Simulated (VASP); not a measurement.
# Al2Cu (P4/mmm) in VASP: notebook

Al2Cu is run at these levels: r2SCAN; tasks: single point.

Everything below comes from runs of VASP 6.6.1. Logs are shortened: lines on timing, memory, paths and dates and some standing lists are left out, and cuts for length are marked.

## 1. The cell of the first run

Symmetry: P4/mmm, No. 123, tetragonal system. The conventional cell has a = 4.132 Å, b = 4.132 Å, c = 2.910 Å, α = 90.00°, β = 90.00°, γ = 90.00°. Within 3.3 Å of Cu (site symmetry 4/mmm) lie 8 Al at 2.53 Å and 2 Cu at 2.91 Å. Al (site symmetry mmm) has 4 Cu at 2.53 Å and 6 Al at 2.91 to 2.92 Å within 3.3 Å.

## 2. Single point, r2SCAN

The input, POSCAR:

```
Al2Cu
1.0
    4.1323694281      0.0000000000      0.0000000000
    0.0000000000      4.1323694281      0.0000000000
    0.0000000000      0.0000000000      2.9104613262
Cu Al
1 2
Direct
    0.0000000000      0.0000000000      0.0000000000
    0.0000000000      0.5000000000      0.5000000000
    0.5000000000      0.0000000000      0.5000000000
```

The input, INCAR.step1:

```
SYSTEM = Al2Cu
PREC = Accurate
ENCUT = 520
ISMEAR = -1
SIGMA = 0.05
LREAL = .False.
LASPH = .True.
NELM = 60
NBANDS = 16
GGA = PE
ALGO = Normal
EDIFF = 1E-4
LWAVE = .True.
LCHARG = .False.
```

The input, INCAR.step2:

```
SYSTEM = Al2Cu
PREC = Accurate
ENCUT = 520
EDIFF = 1E-6
ISMEAR = -1
SIGMA = 0.05
LREAL = .False.
LASPH = .True.
NELM = 60
ALGO = Normal
ISIF = 2
LWAVE = .False.
LCHARG = .False.
METAGGA = R2SCAN
LMIXTAU = .True.
NBANDS = 16
ISTART = 1
```

The input, KPOINTS:

```
Automatic mesh
0
Gamma
  7 7 9
  0 0 0
```

Potentials or basis: VASP PAW PBE potentials, release 64 (Cu, Al).

Run with:

```bash
> cat potpaw_PBE.64/Cu/POTCAR potpaw_PBE.64/Al/POTCAR > POTCAR
> cp INCAR.step1 INCAR
> mpirun -np 1 vasp_std > vasp.out
> cp INCAR.step2 INCAR
> mpirun -np 1 vasp_std > vasp.out
```

OUTCAR:

```text
SYSTEM = Al2Cu
   PREC = Accurate
   ENCUT = 520
   EDIFF = 1E-6
   ISMEAR = -1
   LREAL = .False.
   LASPH = .True.
   NELM = 60
   ISIF = 2
   METAGGA = R2SCAN
   ISTART = 1

 ion  position               nearest neighbor table
   1  0.000  0.000  0.000-   2 2.53   3 2.53   2 2.53   3 2.53   2 2.53   2 2.53   3 2.53   3 2.53

   2  0.000  0.500  0.500-   1 2.53   1 2.53   1 2.53   1 2.53   3 2.92   3 2.92   3 2.92   3 2.92

   3  0.500  0.000  0.500-   1 2.53   1 2.53   1 2.53   1 2.53   2 2.92   2 2.92   2 2.92   2 2.92

  LATTYP: Found a simple tetragonal cell.
 ALAT       =     4.1323694281
 C/A-ratio  =     0.7043081159

  Lattice vectors:

 A1 = (   4.1323694281,   0.0000000000,   0.0000000000)
 A2 = (   0.0000000000,   4.1323694281,   0.0000000000)
 A3 = (   0.0000000000,   0.0000000000,   2.9104613262)

Analysis of symmetry for initial positions (statically):
=====================================================================
 Subroutine PRICEL returns:
 Original cell was already a primitive cell.

 Routine SETGRP: Setting up the symmetry group for a
 simple tetragonal supercell.

 Subroutine GETGRP returns: Found 16 space group operations
 (whereof 16 operations were pure point group operations)
 out of a pool of 16 trial point group operations.

The static configuration has the point symmetry D_4h.

Analysis of symmetry for dynamics (positions and initial velocities):
=====================================================================
 Subroutine PRICEL returns:
 Original cell was already a primitive cell.

 Routine SETGRP: Setting up the symmetry group for a
 simple tetragonal supercell.

 Subroutine GETGRP returns: Found 16 space group operations
 (whereof 16 operations were pure point group operations)
 out of a pool of 16 trial point group operations.

The dynamic configuration has the point symmetry D_4h.

 Subroutine INISYM returns: Found 16 space group operations
 (whereof 16 operations are pure point group operations),
 and found     1 'primitive' translations

----------------------------------------------------------------------------------------

                                     Primitive cell

  volume of cell :      49.7004

  direct lattice vectors                    reciprocal lattice vectors
     4.132369428  0.000000000  0.000000000     0.241991917  0.000000000  0.000000000
     0.000000000  4.132369428  0.000000000     0.000000000  0.241991917  0.000000000
     0.000000000  0.000000000  2.910461326     0.000000000  0.000000000  0.343588142

  length of vectors
     4.132369428  4.132369428  2.910461326     0.241991917  0.241991917  0.343588142

  position of ions in fractional coordinates (direct lattice)
     0.000000000  0.000000000  0.000000000
     0.000000000  0.500000000  0.500000000
     0.500000000  0.000000000  0.500000000

  ion indices of the primitive-cell ions
   primitive index   ion index
                 1           1
                 2           2
                 3           3

----------------------------------------------------------------------------------------

 KPOINTS: Automatic mesh

Automatic generation of k-mesh.
 Grid dimensions read from file:
 generate k-points for:    7    7    9

 Generating k-lattice:

  Cartesian coordinates                     Fractional coordinates (reciprocal lattice)
     0.034570274  0.000000000  0.000000000     0.142857143  0.000000000  0.000000000
     0.000000000  0.034570274  0.000000000     0.000000000  0.142857143  0.000000000
     0.000000000  0.000000000  0.038176460     0.000000000  0.000000000  0.111111111

  Length of vectors
     0.034570274  0.034570274  0.038176460

  Shift w.r.t. Gamma in fractional coordinates (k-lattice)
     0.000000000  0.000000000  0.000000000

 Subroutine IBZKPT returns following result:
 ===========================================

 Found     50 irreducible k-points:

 Following reciprocal coordinates:
            Coordinates               Weight
  0.000000  0.000000  0.000000      1.000000
  0.142857  0.000000  0.000000      4.000000
  0.285714  0.000000  0.000000      4.000000
  0.428571  0.000000  0.000000      4.000000
  0.142857  0.142857  0.000000      4.000000
  0.285714  0.142857  0.000000      8.000000
[... 16 lines left out ...]
  0.285714  0.000000  0.222222      8.000000
  0.428571  0.000000  0.222222      8.000000
 [... further k-points ...]
   k-points           NKPTS =     50   k-points in BZ     NKDIM =     50   number of bands    NBANDS=     16
   number of dos      NEDOS =    301   number of ions     NIONS =      3
   total plane-waves  NPLWV =  24576
   dimension x,y,z NGX =    32 NGY =   32 NGZ =   24
   dimension x,y,z NGXF=    64 NGYF=   64 NGZF=   48
   ions per type =               1   2
   NGX,Y,Z   is equivalent  to a cutoff of  12.87, 12.87, 13.71 a.u.
   NGXF,Y,Z  is equivalent  to a cutoff of  25.75, 25.75, 27.42 a.u.
 SYSTEM =  Al2Cu
   PREC   = accura    normal or accurate (medium, high low for compatibility)
   ISTART =      1    job   : 0-new  1-cont  2-samecut
   ICHARG =      0    charge: 1-file 2-atom 10-const
   ISPIN  =      1    spin polarized calculation?
   LNONCOLLINEAR =      F non collinear calculations
   LSORBIT =      F    spin-orbit coupling
   LASPH  =      T    aspherical Exc in radial PAW
   ENCUT  =  520.0 eV  38.22 Ry    6.18 a.u.   7.68  7.68  5.41*2*pi/ulx,y,z
   NELM   =     60;   NELMIN=  2; NELMDL=  0     # of ELM steps
   EDIFF  = 0.1E-05   stopping-criterion for ELM
   LREAL  =      F    real-space projection
   EDIFFG = 0.1E-04   stopping-criterion for IOM
   NSW    =      0    number of steps for IOM
   IBRION =     -1    ionic relax: 0-MD 1-quasi-New 2-CG
   NFREE  =      0    steps in history (QN), initial steepest desc. (CG)
   ISIF   =      2    stress and relaxation
   ISYM   =      2    0-nonsym 1-usesym 2-fastsym
   POTIM  = 0.5000    time-step for ionic-motion
   TEBEG  =    0.0;   TEEND  =   0.0 temperature during run
   PSTRESS=    0.0 pullay stress
   NELECT =      17.0000    total number of electrons
   NUPDOWN=      -1.0000    fix difference up-down
   EMIN   =  10.00;   EMAX   =-10.00  energy-range for DOS
   EFERMI =   0.00;   METHOD = LEGACY
   ISMEAR =    -1;   SIGMA  =   0.05  broadening in eV -4-tet -1-fermi 0-gaus
   EFERMI_NEDOS =   21; number of points for ismear=-14 and -15
   IALGO  =     38    algorithm
   IMIX   =      4    mixing-type and parameters
     AMIX     =   0.40;   BMIX     =  1.00
     AMIX_MAG =   1.60;   BMIX_MAG =  1.00
  volume/ion in A,a.u.               =      16.57       111.80
  Fermi-wavevector in a.u.,A,eV,Ry     =   1.144909  2.163565 17.834754  1.310817
  Thomas-Fermi vector in A             =   2.281600
   LORBIT       =      0    0 simple, 1 ext, 2 COOP (PROOUT), +10 PAW based schemes
   METAGGA = R2SCAN    functional components
   LHFCALC =     F    Hartree Fock is set to
   AEXX    =    0.0000 exact exchange contribution
   IVDW    =     0    specifies the selected vdW correction
   LEPSILON=     F    determine dielectric tensor
   LRPA    =     F    only Hartree local field effects (RPA)
 non-spin polarized calculation
  energy-cutoff  :      520.00
  volume of cell :       49.70
 maximum number of plane-waves:      1353
 NGX is ok and might be reduce to    32
   NGX = 15   NGY = 15   NGZ = 11

 number of electron      16.9999990 magnetization

 Free energy of the ion-electron system (eV)
  ---------------------------------------------------
  ext. energy  EPLUGINS =         0.00000000
  ---------------------------------------------------
  free energy    TOTEN  =       -24.38435024 eV

  energy without entropy =      -24.37347979  energy(sigma->0) =      -24.37891501

 E-fermi :   6.9115     XC(G=0): -11.0281

 val. band max:        6.8783399134   @ k =   0.0000   0.0000   0.0000
 cond. band min:       6.9291089134   @ k =   0.2857   0.2857   0.2222
 fundamental gap:      0.0507690000
 Fermi energy:         6.9115440239

 k-point     1 :       0.0000    0.0000    0.0000
  band No.  band energies     occupation
      1      -4.0686      2.00000
      2       1.3929      2.00000
      3       1.9164      2.00000
      4       2.5498      2.00000
      5       2.7756      2.00000
      6       2.7756      2.00000
[... 8 lines left out ...]
     15      14.2492      0.00000
     16      20.0067      0.00000

 k-point     2 :       0.1429    0.0000    0.0000
  band No.  band energies     occupation
      1      -3.8893      2.00000
      2       1.2488      2.00000
      3       1.8743      2.00000
      4       2.4984      2.00000
      5       2.7692      2.00000
      6       2.7765      2.00000
[... 8 lines left out ...]
     15      16.3343      0.00000
     16      19.2977      0.00000

 k-point     3 :       0.2857    0.0000    0.0000
  band No.  band energies     occupation
      1      -3.3689      2.00000
      2       0.4038      2.00000
      3       1.8312      2.00000
      4       2.4030      2.00000
      5       2.6556      2.00000
      6       2.7551      2.00000
[... 8 lines left out ...]
     15      17.9383      0.00000
     16      19.1416      0.00000

 k-point     4 :       0.4286    0.0000    0.0000
  band No.  band energies     occupation
      1      -2.6332      2.00000
      2      -0.7817      2.00000
      3       1.8449      2.00000
      4       2.3398      2.00000
      5       2.5126      2.00000
      6       2.7439      2.00000
[... 8 lines left out ...]
     15      16.7854      0.00000
     16      18.8360      0.00000
[... 324 lines left out ...]
 k-point    22 :       0.1429    0.0000    0.2222
  band No.  band energies     occupation
      1      -2.9670      2.00000
      2       1.5395      2.00000
      3       2.1179      2.00000
      4       2.2264      2.00000
      5       2.2507      2.00000
      6       2.5960      2.00000
[... 8 lines left out ...]
     15      16.0559      0.00000
     16      16.9882      0.00000

 k-point    23 :       0.2857    0.0000    0.2222
  band No.  band energies     occupation
      1      -2.4539      2.00000
      2       0.9178      2.00000
      3       2.0801      2.00000
      4       2.2570      2.00000
      5       2.3552      2.00000
      6       2.5306      2.00000
[... 8 lines left out ...]
     15      16.6118      0.00000
     16      17.7362      0.00000

 k-point    24 :       0.4286    0.0000    0.2222
  band No.  band energies     occupation
      1      -1.7164      2.00000
      2      -0.0979      2.00000
      3       2.0858      2.00000
      4       2.2895      2.00000
      5       2.4730      2.00000
      6       2.5216      2.00000
[... 8 lines left out ...]
     15      17.2824      0.00000
     16      18.3116      0.00000

 [... further k-points ...]
[... 5 lines left out ...]
  --------------------------------------------------------------------------------------
  -------------------------------------------------------------------------------------
  Total       -1.1190351     -1.1190351     -1.5061977      0.0000000     -0.0000000      0.0000000
  in kB      -36.0739893    -36.0739893    -48.5548322      0.0000000     -0.0000000      0.0000000
  external PRESSURE =     -40.2342703 kB  Pullay stress =       0.0000000 kB

 VOLUME and BASIS-vectors are now :
 -----------------------------------------------------------------------------
  energy-cutoff  :      520.00
  volume of cell :       49.70
      direct lattice vectors                 reciprocal lattice vectors
     4.132369428  0.000000000  0.000000000     0.241991917  0.000000000  0.000000000
     0.000000000  4.132369428  0.000000000     0.000000000  0.241991917  0.000000000
     0.000000000  0.000000000  2.910461326     0.000000000  0.000000000  0.343588142

 POSITION                                       TOTAL-FORCE (eV/Angst)
 -----------------------------------------------------------------------------------
      0.00000      0.00000      0.00000         0.000000      0.000000      0.000000
      0.00000      2.06618      1.45523         0.000000      0.000000      0.000000
      2.06618      0.00000      1.45523         0.000000      0.000000      0.000000
 -----------------------------------------------------------------------------------
    total drift:                                0.000000     -0.000000      0.000000

  FREE ENERGIE OF THE ION-ELECTRON SYSTEM (eV)
  ---------------------------------------------------
  free  energy   TOTEN  =       -24.3843502383 eV

  energy  without entropy=      -24.3734797859  energy(sigma->0) =      -24.37891501
```

It took 2.2 min on 1 thread of Intel Xeon 8259CL, shared host; peak memory 0.19 GiB.

Results:

- Free energy: -24.3844 eV
- Pressure: -4.0 GPa
- Band gap on the k mesh: zero (an odd number of electrons rules out a gap without spin polarisation)

Stress tensor (GPa, compression positive):
```
-3.61  0.00  0.00
 0.00 -3.61  0.00
 0.00  0.00 -4.86
```

Levels at points of the mesh, in eV from the Fermi level:
```
           k point  band 4  band 5  band 6  band 7  band 8  band 9  band 10  band 11  band 12  band 13
(0.00, 0.00, 0.00)   -4.36   -4.14   -4.14   -2.54   -2.54   -0.03     1.04     6.26     6.52     6.52
```

Caveat: the cell stands under tension; the PAW data sets were made with another functional, which shifts forces and pressure a little.

[end of part 1 of 2]
